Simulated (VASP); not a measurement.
# NaF: single point with PBE+D3(BJ)

Crystal: NaF.

```
Na F
1.0
     0.00000    2.32959    2.32959
     2.32959    0.00000    2.32959
     2.32959    2.32959    0.00000
Na F
1 1
Direct
  0.00000 0.00000 0.00000
  0.50000 0.50000 0.50000
```

This cell differs from its parent crystal: volume scaled by 1.02.

```
Program                : VASP 6.6.1
Task                   : single point
Functional             : PBE
Dispersion             : D3(BJ)
Potentials or basis    : VASP PAW PBE potentials, release 64 (Na_pv, F)
Cutoff                 : 520 eV
k mesh                 : 8 × 8 × 8
Occupations            : gaussian, width 0.05 eV
Spin                   : no spin polarisation
Dipole correction      : no
Further INCAR settings : ALGO = Normal; EDIFF = 1e-06; NBANDS = 14
```

The pressure is -1.1 GPa, the band gap on the k mesh is 6.21 eV, direct and the dispersion energy per atom is -0.171 eV.

Levels at points of the mesh, in eV from the valence-band top:
```csv
k point,band 3,band 4,band 5,band 6,band 7,band 8,band 9,band 10,band 11,band 12
"(0.00, 0.00, 0.00)",-19.00,-19.00,0.00,0.00,0.00,6.21,18.86,18.86,18.86,21.69
"(0.50, 0.00, 0.00)",-19.01,-18.22,-1.55,-0.25,-0.25,10.68,12.33,19.93,19.93,22.72
"(0.50, 0.50, 0.00)",-19.05,-18.91,-1.25,-0.40,-0.40,13.02,13.25,13.44,19.56,19.56
```

It took 27 s on 1 thread of AMD EPYC 7R13 (shared host), peak memory 0.13 GiB.
